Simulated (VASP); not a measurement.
# FePt (Tetraferroplatinum) (P4mm) in VASP: notebook

FePt (Tetraferroplatinum) is run at these levels: PBE; tasks: single point.

Program: VASP 6.6.1. These are calculated values, not measurements. Logs are shortened: lines on timing, memory, paths and dates and some standing lists are left out, and cuts for length are marked.

## Step 1: The cell of the first run

Symmetry: P4mm, No. 99, tetragonal system. The conventional cell has a = 2.724 Å, b = 2.724 Å, c = 3.720 Å, α = 90.00°, β = 90.00°, γ = 90.00°. Within 3.4 Å of Fe (site symmetry 4mm) lie 8 Pt at 2.56 to 2.80 Å and 4 Fe at 2.72 Å. Pt (site symmetry 4mm) has 8 Fe at 2.56 to 2.80 Å and 4 Pt at 2.72 Å within 3.4 Å.

## Step 2: Single point, PBE, collinear spin, ferromagnetic start

Input file INCAR:

```
  PREC = Accurate
  ENCUT = 520
  EDIFF = 1E-6
  ISMEAR = 0
  SIGMA = 0.15
  LREAL = False
  LASPH = True
  NELM = 150
  ALGO = Normal
  ISIF = 2
  LWAVE = False
  LCHARG = False
  ISPIN = 2
  MAGMOM = 3.5 0
  LORBIT = 11
  LMAXMIX = 4
  GGA = PE
  NBANDS = 20
```

Input file KPOINTS:

```
regular mesh
0
Gamma
  6 6 5
```

Input file POSCAR:

```
FePt
1.0
    2.7235000000      0.0000000000      0.0000000000
    0.0000000000      2.7235000000      0.0000000000
    0.0000000000      0.0000000000      3.7200000000
Fe Pt
1 1
Direct
    0.0000000000      0.0000000000      0.0000000000
    0.5000000000      0.5000000000      0.5450000000
```

Potentials or basis: VASP PAW PBE potentials, release 64 (Fe, Pt).

Run with:

```
$ cat potpaw_PBE.64/Fe/POTCAR potpaw_PBE.64/Pt/POTCAR > POTCAR
$ mpirun -np 1 vasp_std > vasp.out
```

OUTCAR:

```text
PREC = Accurate
   ENCUT = 520
   EDIFF = 1E-6
   ISMEAR = 0
   LREAL = False
   LASPH = True
   NELM = 150
   ISIF = 2
   ISPIN = 2
   LORBIT = 11
   GGA = PE

 ion  position               nearest neighbor table
   1  0.000  0.000  0.000-   2 2.56   2 2.56   2 2.56   2 2.56   2 2.80   2 2.80   2 2.80   2 2.80

   2  0.500  0.500  0.545-   1 2.56   1 2.56   1 2.56   1 2.56   1 2.80   1 2.80   1 2.80   1 2.80

  LATTYP: Found a simple tetragonal cell.
 ALAT       =     2.7235000000
 C/A-ratio  =     1.3658894804

  Lattice vectors:

 A1 = (   2.7235000000,   0.0000000000,   0.0000000000)
 A2 = (   0.0000000000,   2.7235000000,   0.0000000000)
 A3 = (   0.0000000000,   0.0000000000,   3.7200000000)

Analysis of symmetry for initial positions (statically):
=====================================================================
 Subroutine PRICEL returns:
 Original cell was already a primitive cell.

 Routine SETGRP: Setting up the symmetry group for a
 simple tetragonal supercell.

 Subroutine GETGRP returns: Found  8 space group operations
 (whereof  8 operations were pure point group operations)
 out of a pool of 16 trial point group operations.

The static configuration has the point symmetry C_4v.

Analysis of symmetry for dynamics (positions and initial velocities):
=====================================================================
 Subroutine PRICEL returns:
 Original cell was already a primitive cell.

 Routine SETGRP: Setting up the symmetry group for a
 simple tetragonal supercell.

 Subroutine GETGRP returns: Found  8 space group operations
 (whereof  8 operations were pure point group operations)
 out of a pool of 16 trial point group operations.

The dynamic configuration has the point symmetry C_4v.

Analysis of structural, dynamic, and magnetic symmetry:
=====================================================================
 Subroutine PRICEL returns:
 Original cell was already a primitive cell.

 Routine SETGRP: Setting up the symmetry group for a
 simple tetragonal supercell.

 Subroutine GETGRP returns: Found  8 space group operations
 (whereof  8 operations were pure point group operations)
 out of a pool of 16 trial point group operations.

The overall configuration has the point symmetry C_4v.

 Subroutine INISYM returns: Found  8 space group operations
 (whereof  8 operations are pure point group operations),
 and found     1 'primitive' translations

----------------------------------------------------------------------------------------

                                     Primitive cell
[... 108 lines left out ...]
   IALGO  =     38    algorithm
   IMIX   =      4    mixing-type and parameters
     AMIX     =   0.40;   BMIX     =  1.00
     AMIX_MAG =   1.60;   BMIX_MAG =  1.00
  volume/ion in A,a.u.               =      13.80        93.10
  Fermi-wavevector in a.u.,A,eV,Ry     =   1.419819  2.683070 27.427809  2.015887
  Thomas-Fermi vector in A             =   2.540800
   LORBIT       =     11    0 simple, 1 ext, 2 COOP (PROOUT), +10 PAW based schemes
   GGA     = PE    functional components
   LHFCALC =     F    Hartree Fock is set to
   AEXX    =    0.0000 exact exchange contribution
   IVDW    =     0    specifies the selected vdW correction
   LEPSILON=     F    determine dielectric tensor
   LRPA    =     F    only Hartree local field effects (RPA)
 spin polarized calculation
 Gauss-broadening in eV      SIGMA  =   0.15
  energy-cutoff  :      520.00
  volume of cell :       27.59
 maximum number of plane-waves:       760
   NGX = 11   NGY = 11   NGZ = 13

 number of electron      17.9999994 magnetization       3.2000001

 Free energy of the ion-electron system (eV)
  ---------------------------------------------------
  ext. energy  EPLUGINS =         0.00000000
  ---------------------------------------------------
  free energy    TOTEN  =       -14.70230319 eV

  energy without entropy =      -14.67950607  energy(sigma->0) =      -14.69090463

 E-fermi :   8.7022     XC(G=0): -13.0454

 val. band max:        8.6990400662   @ k =   0.3333   0.1667   0.0000
 cond. band min:       8.7194747730   @ k =   0.3333   0.3333   0.2000
 fundamental gap:      0.0204347068
 Fermi energy:         8.7021628361

 spin component 1

 k-point     1 :       0.0000    0.0000    0.0000
  band No.  band energies     occupation
      1      -0.8923      1.00000
      2       2.3282      1.00000
      3       2.4267      1.00000
      4       5.2563      1.00000
      5       5.2563      1.00000
      6       5.8982      1.00000
[... 541 lines left out ...]
     19      30.0553      0.00000
     20      30.5709      0.00000

 [... further k-points ...]

 spin component 2

 k-point     1 :       0.0000    0.0000    0.0000
  band No.  band energies     occupation
      1      -0.7652      1.00000
      2       2.8092      1.00000
      3       2.8746      1.00000
      4       6.2905      1.00000
      5       6.2905      1.00000
      6       7.8203      1.00000
[... 541 lines left out ...]
     19      30.1868      0.00000
     20      30.8002      0.00000

 [... further k-points ...]
[... 5 lines left out ...]
  --------------------------------------------------------------------------------------
  -------------------------------------------------------------------------------------
  Total        0.6687186      0.6687186      1.2751519      0.0000000      0.0000000     -0.0000000
  in kB       38.8290061     38.8290061     74.0414288      0.0000000      0.0000000     -0.0000000
  external PRESSURE =      50.5664803 kB  Pullay stress =       0.0000000 kB

 VOLUME and BASIS-vectors are now :
 -----------------------------------------------------------------------------
  energy-cutoff  :      520.00
  volume of cell :       27.59
      direct lattice vectors                 reciprocal lattice vectors
     2.723500000  0.000000000  0.000000000     0.367174592  0.000000000  0.000000000
     0.000000000  2.723500000  0.000000000     0.000000000  0.367174592  0.000000000
     0.000000000  0.000000000  3.720000000     0.000000000  0.000000000  0.268817204

 POSITION                                       TOTAL-FORCE (eV/Angst)
 -----------------------------------------------------------------------------------
      0.00000      0.00000      0.00000         0.000000      0.000000      1.523591
      1.36175      1.36175      2.02740        -0.000000      0.000000     -1.523591
 -----------------------------------------------------------------------------------
    total drift:                               -0.000000     -0.000000     -0.000426

  FREE ENERGIE OF THE ION-ELECTRON SYSTEM (eV)
  ---------------------------------------------------
  free  energy   TOTEN  =       -14.7023031941 eV

  energy  without entropy=      -14.6795060657  energy(sigma->0) =      -14.69090463

 total charge

# of ion       s       p       d       tot
------------------------------------------
    1        0.414   0.460   6.151   7.025
    2        0.723   0.669   8.062   9.454
--------------------------------------------------
tot          1.136   1.129  14.214  16.479

 magnetization (x)

# of ion       s       p       d       tot
------------------------------------------
    1        0.002  -0.009   2.850   2.843
    2       -0.027  -0.067   0.428   0.334
--------------------------------------------------
tot         -0.025  -0.076   3.278   3.177
```

OSZICAR:

```text
N       E                     dE             d eps       ncg     rms          rms(c)
DAV:   1     0.916820534282E+02    0.91682E+02   -0.85153E+03  2608   0.101E+03
DAV:   2    -0.123080044997E+02   -0.10399E+03   -0.92592E+02  2456   0.216E+02
DAV:   3    -0.160390370445E+02   -0.37310E+01   -0.36243E+01  2780   0.466E+01
DAV:   4    -0.160826698321E+02   -0.43633E-01   -0.43603E-01  2740   0.431E+00
DAV:   5    -0.160838065623E+02   -0.11367E-02   -0.11367E-02  2876   0.776E-01    0.168E+01
DAV:   6    -0.168910734875E+02   -0.80727E+00   -0.93073E+00  2704   0.611E+01    0.219E+01
DAV:   7    -0.148357364502E+02    0.20553E+01   -0.68854E+00  3076   0.576E+01    0.805E+00
DAV:   8    -0.147583884366E+02    0.77348E-01   -0.31616E-01  3036   0.745E+00    0.362E+00
DAV:   9    -0.147135397539E+02    0.44849E-01   -0.51714E-02  3528   0.437E+00    0.180E+00
DAV:  10    -0.147025635953E+02    0.10976E-01   -0.20056E-02  3628   0.251E+00    0.460E-01
DAV:  11    -0.147023920356E+02    0.17156E-03   -0.14383E-03  3112   0.453E-01    0.195E-01
DAV:  12    -0.147022974787E+02    0.94557E-04   -0.87301E-05  3488   0.135E-01    0.689E-02
DAV:  13    -0.147023041048E+02   -0.66261E-05   -0.30030E-05  2920   0.936E-02    0.336E-02
DAV:  14    -0.147023031941E+02    0.91065E-06   -0.28050E-06  2716   0.311E-02
   1 F= -.14702303E+02 E0= -.14690905E+02  d E =-.227971E-01  mag=     3.2010
```

stdout:

```text
POSCAR found type information on POSCAR FePt
 POSCAR found :  2 types and       2 ions
 scaLAPACK will be used
 LDA part: xc-table for (Slater+PW92), standard interpolation
 POSCAR, INCAR and KPOINTS ok, starting setup
 FFT: planning ... GRIDC
 FFT: planning ... GRID_SOFT
 FFT: planning ... GRID
 WAVECAR not read
 entering main loop
```

Wall time 54 s (1 thread of AMD EPYC 7R13, shared host); peak memory 0.13 GiB.

What came out:

* Free energy: -14.7023 eV
* Pressure: 5.1 GPa
* Largest force: 1.524 eV/Å
* Net moment: 3.20 μB per cell
* Site moments: Fe +2.84; Pt +0.33 μB
* Valence electrons inside the program's atomic spheres: Fe 7.03; Pt 9.45

Forces on the atoms (eV/Å):
```
Fe   0.000  0.000  1.524
Pt   0.000  0.000 -1.524
```

Caveat: the k points lie up to 0.38 Å⁻¹ apart; spin-orbit coupling is left out, which moves the levels of the heavy elements; forces of over 1 eV/Å act on the atoms, so gaps and moduli don't describe the material at rest.

## Step 3: Single point, PBE, collinear spin, ferromagnetic start

Input file INCAR:

```
SYSTEM = FePt
  PREC = Accurate
  ENCUT = 520
  EDIFF = 1E-6
  ISMEAR = 0
  SIGMA = 0.15
  LREAL = .FALSE.
  LASPH = .TRUE.
  NELM = 150
  ALGO = Normal
  ISIF = 2
  LWAVE = .FALSE.
  LCHARG = .TRUE.
  ISPIN = 2
  MAGMOM = 3.5 0
  LORBIT = 11
  LMAXMIX = 4
  GGA = PE
  LELF = .TRUE.
  LVHAR = .TRUE.
  NBANDS = 20
```

Input file KPOINTS:

```
regular mesh
0
G
  6 6 5
  0 0 0
```

POSCAR, as its differences from that of step 2:

```diff
@@ -9,2 +9,2 @@
     0.0000000000      0.0000000000      0.0000000000
-    0.5000000000      0.5000000000      0.5450000000
+    0.5000000000      0.5000000000      0.5600000000
```

Potentials or basis: VASP PAW PBE potentials, release 64 (Fe, Pt).

Run with:

```
$ cat potpaw_PBE.64/Fe/POTCAR potpaw_PBE.64/Pt/POTCAR > POTCAR
$ mpirun -np 1 vasp_std > vasp.out
```

OUTCAR:

```text
SYSTEM = FePt
   PREC = Accurate
   ENCUT = 520
   EDIFF = 1E-6
   ISMEAR = 0
   LREAL = .FALSE.
   LASPH = .TRUE.
   NELM = 150
   ISIF = 2
   ISPIN = 2
   LORBIT = 11
   GGA = PE

 ion  position               nearest neighbor table
   1  0.000  0.000  0.000-   2 2.53   2 2.53   2 2.53   2 2.53   2 2.84   2 2.84   2 2.84   2 2.84

   2  0.500  0.500  0.560-   1 2.53   1 2.53   1 2.53   1 2.53   1 2.84   1 2.84   1 2.84   1 2.84

  LATTYP: Found a simple tetragonal cell.
 ALAT       =     2.7235000000
 C/A-ratio  =     1.3658894804

  Lattice vectors:

 A1 = (   2.7235000000,   0.0000000000,   0.0000000000)
 A2 = (   0.0000000000,   2.7235000000,   0.0000000000)
 A3 = (   0.0000000000,   0.0000000000,   3.7200000000)

Analysis of symmetry for initial positions (statically):
=====================================================================
 Subroutine PRICEL returns:
 Original cell was already a primitive cell.

 Routine SETGRP: Setting up the symmetry group for a
 simple tetragonal supercell.

 Subroutine GETGRP returns: Found  8 space group operations
 (whereof  8 operations were pure point group operations)
 out of a pool of 16 trial point group operations.

The static configuration has the point symmetry C_4v.

Analysis of symmetry for dynamics (positions and initial velocities):
=====================================================================
 Subroutine PRICEL returns:
 Original cell was already a primitive cell.

 Routine SETGRP: Setting up the symmetry group for a
 simple tetragonal supercell.

 Subroutine GETGRP returns: Found  8 space group operations
 (whereof  8 operations were pure point group operations)
 out of a pool of 16 trial point group operations.

The dynamic configuration has the point symmetry C_4v.

Analysis of structural, dynamic, and magnetic symmetry:
=====================================================================
 Subroutine PRICEL returns:
 Original cell was already a primitive cell.

 Routine SETGRP: Setting up the symmetry group for a
[... 142 lines left out ...]
   NGX = 11   NGY = 11   NGZ = 13

 number of electron      17.9999995 magnetization       3.1777983

 Free energy of the ion-electron system (eV)
  ---------------------------------------------------
  ext. energy  EPLUGINS =         0.00000000
  ---------------------------------------------------
  free energy    TOTEN  =       -14.60220316 eV

  energy without entropy =      -14.57924831  energy(sigma->0) =      -14.59072574

 E-fermi :   8.7038     XC(G=0): -13.0352

 val. band max:        8.6827282667   @ k =   0.3333   0.1667   0.2000
 cond. band min:       8.7062751682   @ k =   0.3333   0.1667   0.4000
 fundamental gap:      0.0235469015
 Fermi energy:         8.7037837772

 spin component 1

 k-point     1 :       0.0000    0.0000    0.0000
  band No.  band energies     occupation
      1      -0.8958      1.00000
      2       2.3068      1.00000
      3       2.3542      1.00000
      4       5.2509      1.00000
      5       5.2509      1.00000
      6       5.9411      1.00000
[... 541 lines left out ...]
     19      30.1017      0.00000
     20      30.6564      0.00000

 [... further k-points ...]

 spin component 2

 k-point     1 :       0.0000    0.0000    0.0000
  band No.  band energies     occupation
      1      -0.7692      1.00000
      2       2.7422      1.00000
      3       2.8501      1.00000
      4       6.2624      1.00000
      5       6.2624      1.00000
      6       7.7463      1.00000
[... 541 lines left out ...]
     19      30.2342      0.00000
     20      30.9010      0.00000

 [... further k-points ...]
[... 5 lines left out ...]
  --------------------------------------------------------------------------------------
  -------------------------------------------------------------------------------------
  Total        1.0723466      1.0723466      1.6278982      0.0000000      0.0000000      0.0000000
  in kB       62.2655843     62.2655843     94.5235710      0.0000000      0.0000000      0.0000000
  external PRESSURE =      73.0182465 kB  Pullay stress =       0.0000000 kB

 VOLUME and BASIS-vectors are now :
 -----------------------------------------------------------------------------
  energy-cutoff  :      520.00
  volume of cell :       27.59
      direct lattice vectors                 reciprocal lattice vectors
     2.723500000  0.000000000  0.000000000     0.367174592  0.000000000  0.000000000
     0.000000000  2.723500000  0.000000000     0.000000000  0.367174592  0.000000000
     0.000000000  0.000000000  3.720000000     0.000000000  0.000000000  0.268817204

 POSITION                                       TOTAL-FORCE (eV/Angst)
 -----------------------------------------------------------------------------------
      0.00000      0.00000      0.00000        -0.000000      0.000000      2.069751
      1.36175      1.36175      2.08320         0.000000      0.000000     -2.069751
 -----------------------------------------------------------------------------------
    total drift:                               -0.000000     -0.000000     -0.000594

  FREE ENERGIE OF THE ION-ELECTRON SYSTEM (eV)
  ---------------------------------------------------
  free  energy   TOTEN  =       -14.6022031604 eV

  energy  without entropy=      -14.5792483138  energy(sigma->0) =      -14.59072574

 total charge

# of ion       s       p       d       tot
------------------------------------------
    1        0.419   0.467   6.167   7.053
    2        0.728   0.674   8.069   9.471
--------------------------------------------------
tot          1.146   1.141  14.237  16.524

 magnetization (x)

# of ion       s       p       d       tot
------------------------------------------
    1        0.002  -0.009   2.822   2.815
    2       -0.027  -0.067   0.431   0.336
--------------------------------------------------
tot         -0.026  -0.076   3.253   3.152
```

Wall time 54 s (1 thread of AMD EPYC 7R13, shared host); peak memory 0.13 GiB.

What came out:

| Quantity | Value |
| --- | --- |
| Free energy | -14.6022 eV |
| Pressure | 7.3 GPa |
| Largest force | 2.070 eV/Å |
| Net moment | 3.18 μB per cell |
| Site moments | Fe +2.81; Pt +0.34 μB |
| Valence electrons inside the program's atomic spheres | Fe 7.05; Pt 9.47 |

Forces on the atoms (eV/Å):
```
Fe   0.000  0.000  2.070
Pt   0.000  0.000 -2.070
```

Stress tensor (GPa, compression positive):
```
6.23 0.00 0.00
0.00 6.23 0.00
0.00 0.00 9.45
```

Caveat: the k points lie up to 0.38 Å⁻¹ apart; spin-orbit coupling is left out, which moves the levels of the heavy elements; forces of over 1 eV/Å act on the atoms, so gaps and moduli don't describe the material at rest.
